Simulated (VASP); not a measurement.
Write the native input for VASP 6.6.1 that does the following.

```
Task                   : relaxation of cell and atoms
Functional             : PBE
Potentials or basis    : VASP PAW PBE potentials, release 64 (Cd, Mo_sv)
Cutoff                 : 500 eV
k mesh                 : 3 × 3 × 4
Occupations            : gaussian, width 0.1 eV
Spin                   : no spin polarisation
Dipole correction      : no
Further INCAR settings : ALGO = Normal; EDIFF = 1e-07; IBRION = 2; EDIFFG = -0.04; NSW = 90; ISIF = 3
```

The structure of Cd3Mo lies in POSCAR:

```
Cd3Mo
1.0
    6.3152962196      0.0000000000      0.0000000000
   -3.1576481098      5.4692069586      0.0000000000
    0.0000000000      0.0000000000      5.0689996179
Cd Mo
6 2
Direct
    0.8330000000      0.6660000000      0.2500000000
    0.1670000000      0.8330000000      0.7500000000
    0.3340000000      0.1670000000      0.2500000000
    0.1670000000      0.3340000000      0.7500000000
    0.8330000000      0.1670000000      0.2500000000
    0.6660000000      0.8330000000      0.7500000000
    0.3333333333      0.6666666667      0.2500000000
    0.6666666667      0.3333333333      0.7500000000
```

These files were run (other wordings do the same):

INCAR

```
ALGO = Normal
EDIFF = 1E-7
EDIFFG = -0.04
ENCUT = 500
GGA = PE
GGA_COMPAT = F
IBRION = 2
ISIF = 3
ISMEAR = 0
LASPH = T
LCHARG = F
LREAL = F
LWAVE = F
NELM = 120
NELMIN = 4
NSW = 90
PREC = Accurate
SIGMA = 0.1
```

KPOINTS

```
k-points
0
Gamma
  3 3 4
```

Potentials or basis: VASP PAW PBE potentials, release 64 (Cd, Mo_sv).

Run with:

```sh
$ cat potpaw_PBE.64/Cd/POTCAR potpaw_PBE.64/Mo_sv/POTCAR > POTCAR
$ mpirun -np 1 vasp_std > vasp.out
```

It gave:

```
Relaxed volume                        : 19.41 Å³/atom
Relaxed cell                          : a = 5.995 Å, b = 5.995 Å, c = 4.989 Å, α = 90.00°, β = 90.00°, γ = 120.00°
Space group after relaxing (to 0.1 Å) : P6_3/mmc (No. 194)
Energy gained by relaxing             : 89.2 meV/atom
Ionic steps                           : 5
Pressure after relaxing               : 0.2 GPa
Largest force after relaxing          : 0.022 eV/Å
Band gap on the k mesh                : zero (bands 50 and 51 overlap by 0.11 eV)
```

Caveat: the k points lie up to 0.40 Å⁻¹ apart in the final cell.

Wall time 8.8 min on 1 thread of Intel(R) Xeon(R) Platinum 8259CL CPU @ 2.50GHz (Skylake/Cascade Lake), on a shared host, peak memory 0.33 GiB.
